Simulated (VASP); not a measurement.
# B (Fm-3m) in VASP: further runs

The runs below take B through single point, with PBEsol.

All numbers are computed with VASP 6.6.1; they aren't measurements. Logs are shortened: lines on timing, memory, paths and dates and some standing lists are left out, and cuts for length are marked.

### Step 1. The cell of the first run

Symmetry: Fm-3m, No. 225, cubic system. The conventional cell has a = 2.856 Å, b = 2.856 Å, c = 2.856 Å, α = 90.00°, β = 90.00°, γ = 90.00°. B (site symmetry m-3m) has 12 B at 2.02 Å within 2.7 Å.

### Step 2. Single point, PBEsol

File INCAR:

```
SYSTEM = B
PREC = Accurate
ENCUT = 520
EDIFF = 1E-6
ISMEAR = 0
SIGMA = 0.1
LREAL = .FALSE.
LASPH = .TRUE.
NELM = 80
ALGO = Normal
ISIF = 2
LWAVE = .FALSE.
LCHARG = .FALSE.
GGA = PS
NBANDS = 22
```

File KPOINTS:

```
Automatic mesh
0
G
  8 8 8
  0 0 0
```

File POSCAR:

```
B
1.0
    0.0000000000      2.8561850639      2.8561850639
    2.8561850639      0.0000000000      2.8561850639
    2.8561850639      2.8561850639      0.0000000000
B
8
Direct
    0.0000000000      0.0000000000      0.0000000000
    0.0000000000      0.0000000000      0.5000000000
    0.0000000000      0.5000000000      1.0000000000
    0.0000000000      0.5000000000      0.5000000000
    0.5000000000      0.0000000000      1.0000000000
    0.5000000000      0.0000000000      0.5000000000
    0.5000000000      0.5000000000      1.0000000000
    0.5000000000      0.5000000000      0.5000000000
```

Potentials or basis: VASP PAW PBE potentials, release 64 (B).

Run with:

```bash
cat potpaw_PBE.64/B/POTCAR > POTCAR
mpirun -np 1 vasp_std > vasp.out
```

OUTCAR:

```text
SYSTEM = B
   PREC = Accurate
   ENCUT = 520
   EDIFF = 1E-6
   ISMEAR = 0
   LREAL = .FALSE.
   LASPH = .TRUE.
   NELM = 80
   ISIF = 2
   GGA = PS

 ion  position               nearest neighbor table
   1  0.000  0.000  0.000-   2 2.02   3 2.02   5 2.02   2 2.02   4 2.02   6 2.02   3 2.02   4 2.02
                             7 2.02   5 2.02   6 2.02   7 2.02
   2  0.000  0.000  0.500-   1 2.02   4 2.02   6 2.02   1 2.02   3 2.02   5 2.02   3 2.02   4 2.02
                             8 2.02   5 2.02   6 2.02   8 2.02
   3  0.000  0.500  0.000-   1 2.02   4 2.02   7 2.02   2 2.02   4 2.02   8 2.02   1 2.02   2 2.02
                             5 2.02   5 2.02   7 2.02   8 2.02
   4  0.000  0.500  0.500-   2 2.02   3 2.02   8 2.02   1 2.02   3 2.02   7 2.02   1 2.02   2 2.02
                             6 2.02   6 2.02   7 2.02   8 2.02
   5  0.500  0.000  0.000-   1 2.02   6 2.02   7 2.02   2 2.02   6 2.02   8 2.02   3 2.02   7 2.02
                             8 2.02   1 2.02   2 2.02   3 2.02
   6  0.500  0.000  0.500-   2 2.02   5 2.02   8 2.02   1 2.02   5 2.02   7 2.02   4 2.02   7 2.02
                             8 2.02   1 2.02   2 2.02   4 2.02
   7  0.500  0.500  0.000-   3 2.02   5 2.02   8 2.02   4 2.02   6 2.02   8 2.02   1 2.02   5 2.02
                             6 2.02   1 2.02   3 2.02   4 2.02
   8  0.500  0.500  0.500-   4 2.02   6 2.02   7 2.02   3 2.02   5 2.02   7 2.02   2 2.02   5 2.02
                             6 2.02   2 2.02   3 2.02   4 2.02
[... 6 lines left out ...]
 A1 = (   0.0000000000,   2.8561850639,   2.8561850639)
 A2 = (   2.8561850639,   0.0000000000,   2.8561850639)
 A3 = (   2.8561850639,   2.8561850639,   0.0000000000)

Analysis of symmetry for initial positions (statically):
=====================================================================
 Subroutine PRICEL returns following result:

  LATTYP: Found a face centered cubic cell.
 ALAT       =     2.8561850639

  Lattice vectors:

 A1 = (   0.0000000000,   1.4280925319,   1.4280925319)
 A2 = (   1.4280925319,   0.0000000000,   1.4280925319)
 A3 = (   1.4280925319,   1.4280925319,   0.0000000000)

   8 primitive cells build up your supercell.

 Routine SETGRP: Setting up the symmetry group for a
 face centered cubic supercell.

 Subroutine GETGRP returns: Found 48 space group operations
 (whereof 48 operations were pure point group operations)
 out of a pool of 48 trial point group operations.

The static configuration has the point symmetry O_h .

Analysis of symmetry for dynamics (positions and initial velocities):
=====================================================================
 Subroutine PRICEL returns following result:

[... 118 lines left out ...]
   EDIFFG = 0.1E-04   stopping-criterion for IOM
   NSW    =      0    number of steps for IOM
   IBRION =     -1    ionic relax: 0-MD 1-quasi-New 2-CG
   NFREE  =      0    steps in history (QN), initial steepest desc. (CG)
   ISIF   =      2    stress and relaxation
   ISYM   =      2    0-nonsym 1-usesym 2-fastsym
   POTIM  = 0.5000    time-step for ionic-motion
   TEBEG  =    0.0;   TEEND  =   0.0 temperature during run
   PSTRESS=    0.0 pullay stress
   NELECT =      24.0000    total number of electrons
   NUPDOWN=      -1.0000    fix difference up-down
   EMIN   =  10.00;   EMAX   =-10.00  energy-range for DOS
   EFERMI =   0.00;   METHOD = LEGACY
   ISMEAR =     0;   SIGMA  =   0.10  broadening in eV -4-tet -1-fermi 0-gaus
   EFERMI_NEDOS =   21; number of points for ismear=-14 and -15
   IALGO  =     38    algorithm
   IMIX   =      4    mixing-type and parameters
     AMIX     =   0.40;   BMIX     =  1.00
     AMIX_MAG =   1.60;   BMIX_MAG =  1.00
  volume/ion in A,a.u.               =       5.83        39.31
  Fermi-wavevector in a.u.,A,eV,Ry     =   1.312247  2.479787 23.429124  1.721992
  Thomas-Fermi vector in A             =   2.442652
   LORBIT       =      0    0 simple, 1 ext, 2 COOP (PROOUT), +10 PAW based schemes
   GGA     = PS    functional components
   LHFCALC =     F    Hartree Fock is set to
   AEXX    =    0.0000 exact exchange contribution
   IVDW    =     0    specifies the selected vdW correction
   LEPSILON=     F    determine dielectric tensor
   LRPA    =     F    only Hartree local field effects (RPA)
 non-spin polarized calculation
 Gauss-broadening in eV      SIGMA  =   0.10
  energy-cutoff  :      520.00
  volume of cell :       46.60
 maximum number of plane-waves:      1283
   NGX = 15   NGY = 15   NGZ = 15

 number of electron      24.0000000 magnetization

 Free energy of the ion-electron system (eV)
  ---------------------------------------------------
  ext. energy  EPLUGINS =         0.00000000
  ---------------------------------------------------
  free energy    TOTEN  =       -46.03664027 eV

  energy without entropy =      -46.02490058  energy(sigma->0) =      -46.03077042

 E-fermi :  10.6815     XC(G=0): -13.0813

 val. band max:       10.6774879548   @ k =   0.5000   0.2500   0.0000
 cond. band min:      10.7230070551   @ k =  -0.2500   0.1250   0.0000
 fundamental gap:      0.0455191004
 Fermi energy:        10.6814707506

 k-point     1 :       0.0000    0.0000    0.0000
  band No.  band energies     occupation
      1      -8.6324      2.00000
      2       0.5511      2.00000
      3       0.5511      2.00000
      4       0.5511      2.00000
      5       0.5511      2.00000
      6       3.3918      2.00000
[... 589 lines left out ...]
     21      17.9446      0.00000
     22      17.9446      0.00000

 [... further k-points ...]
[... 5 lines left out ...]
  --------------------------------------------------------------------------------------
  -------------------------------------------------------------------------------------
  Total       -0.0517496     -0.0517496     -0.0517496      0.0000000      0.0000000      0.0000000
  in kB       -1.7792154     -1.7792154     -1.7792154      0.0000000      0.0000000      0.0000000
  external PRESSURE =      -1.7792154 kB  Pullay stress =       0.0000000 kB

 VOLUME and BASIS-vectors are now :
 -----------------------------------------------------------------------------
  energy-cutoff  :      520.00
  volume of cell :       46.60
      direct lattice vectors                 reciprocal lattice vectors
     0.000000000  2.856185064  2.856185064    -0.175058685  0.175058685  0.175058685
     2.856185064  0.000000000  2.856185064     0.175058685 -0.175058685  0.175058685
     2.856185064  2.856185064  0.000000000     0.175058685  0.175058685 -0.175058685

 POSITION                                       TOTAL-FORCE (eV/Angst)
 -----------------------------------------------------------------------------------
      0.00000      0.00000      0.00000        -0.000000      0.000000     -0.000000
      1.42809      1.42809      0.00000         0.000000     -0.000000      0.000000
      1.42809      0.00000      1.42809        -0.000000     -0.000000      0.000000
      2.85619      1.42809      1.42809        -0.000000     -0.000000     -0.000000
      0.00000      1.42809      1.42809         0.000000      0.000000      0.000000
      1.42809      2.85619      1.42809         0.000000      0.000000     -0.000000
      1.42809      1.42809      2.85619         0.000000      0.000000      0.000000
      2.85619      2.85619      2.85619         0.000000      0.000000     -0.000000
 -----------------------------------------------------------------------------------
    total drift:                                0.000000      0.000000      0.000000

  FREE ENERGIE OF THE ION-ELECTRON SYSTEM (eV)
  ---------------------------------------------------
  free  energy   TOTEN  =       -46.0366402706 eV

  energy  without entropy=      -46.0249005772  energy(sigma->0) =      -46.03077042
```

OSZICAR:

```text
N       E                     dE             d eps       ncg     rms          rms(c)
DAV:   1     0.364799330969E+02    0.36480E+02   -0.11637E+04  1276   0.103E+03
DAV:   2    -0.430180412597E+02   -0.79498E+02   -0.75498E+02  1568   0.194E+02
DAV:   3    -0.460820789421E+02   -0.30640E+01   -0.30036E+01  1796   0.298E+01
DAV:   4    -0.460990813538E+02   -0.17002E-01   -0.16956E-01  1644   0.194E+00
DAV:   5    -0.460992103851E+02   -0.12903E-03   -0.12899E-03  1700   0.160E-01    0.508E+00
DAV:   6    -0.460588191422E+02    0.40391E-01   -0.17667E-03  1628   0.346E-01    0.304E+00
DAV:   7    -0.460366392819E+02    0.22180E-01   -0.41479E-03  1564   0.562E-01    0.763E-02
DAV:   8    -0.460366410993E+02   -0.18174E-05   -0.78153E-06  1780   0.183E-02    0.212E-02
DAV:   9    -0.460366402706E+02    0.82874E-06   -0.23237E-07  1130   0.368E-03
   1 F= -.46036640E+02 E0= -.46030770E+02  d E =-.117397E-01
```

stdout:

```text
POSCAR found type information on POSCAR B
 POSCAR found :  1 types and       8 ions
 scaLAPACK will be used
 -----------------------------------------------------------------------------
|                                                                             |
|                                                                             |
|     You enforced a specific xc type in the INCAR file but a different       |
|     I HOPE YOU KNOW WHAT YOU ARE DOING!                                     |
|                                                                             |
 -----------------------------------------------------------------------------

 LDA part: xc-table for (Slater+PW92), standard interpolation
 POSCAR, INCAR and KPOINTS ok, starting setup
 FFT: planning ... GRIDC
 FFT: planning ... GRID_SOFT
 FFT: planning ... GRID
 WAVECAR not read
 entering main loop
```

Wall time 26 s (1 thread of Intel Xeon Platinum 8259CL at 2.50GHz (Skylake/Cascade Lake), shared host); peak memory 0.16 GiB.

What came out:

```yaml
Free_energy: -46.0366 eV
Pressure: -0.2 GPa
Band_gap_on_the_k_mesh: zero (band 12 reaches 12.35 eV, above the bottom of band 13 at 9.24 eV)
```

Caveat: the PAW data sets were made with another functional, which shifts forces and pressure a little.

### Step 3. Single point, PBEsol

This run uses another cell than the first one: it holds 1 atom, not 8.

File INCAR:

```
SYSTEM = B
  PREC = Accurate
  ENCUT = 520
  EDIFF = 1E-6
  ISMEAR = 0
  SIGMA = 0.1
  LREAL = .FALSE.
  LASPH = .TRUE.
  NELM = 60
  ALGO = Normal
  ISIF = 2
  LWAVE = .FALSE.
  LCHARG = .TRUE.
  GGA = PS
  LELF = .TRUE.
  LVHAR = .TRUE.
  NBANDS = 8
```

File KPOINTS:

```
Automatic mesh
0
G
  32 32 32
  0 0 0
```

File POSCAR:

```
B
1.0
    0.0000000000      1.4280925320      1.4280925320
    1.4280925320      0.0000000000      1.4280925320
    1.4280925320      1.4280925320      0.0000000000
B
1
Direct
    0.0000000000      0.0000000000      0.0000000000
```

Potentials or basis: VASP PAW PBE potentials, release 64 (B).

Run with:

```bash
cat potpaw_PBE.64/B/POTCAR > POTCAR
mpirun -np 1 vasp_std > vasp.out
```

Wall time 16 s (1 thread of Intel Xeon Platinum 8259CL at 2.50GHz (Skylake/Cascade Lake), shared host); peak memory 0.14 GiB.

The run converged. Its results:

```
Free energy : -5.7556 eV
Pressure    : 0.4 GPa
```

Levels at points of the mesh, in eV from the Fermi level:
```csv
k point,band 1,band 2,band 3,band 4,band 5,band 6
"(0.00, 0.00, 0.00)",-19.32,16.16,16.16,16.16,32.69,32.69
"(0.50, 0.00, 0.00)",-10.14,-5.64,13.18,13.18,29.41,29.41
"(0.50, 0.50, 0.00)",-7.30,-0.25,6.15,6.15,16.08,20.49
```

Caveat: the PAW data sets were made with another functional, which shifts forces and pressure a little.
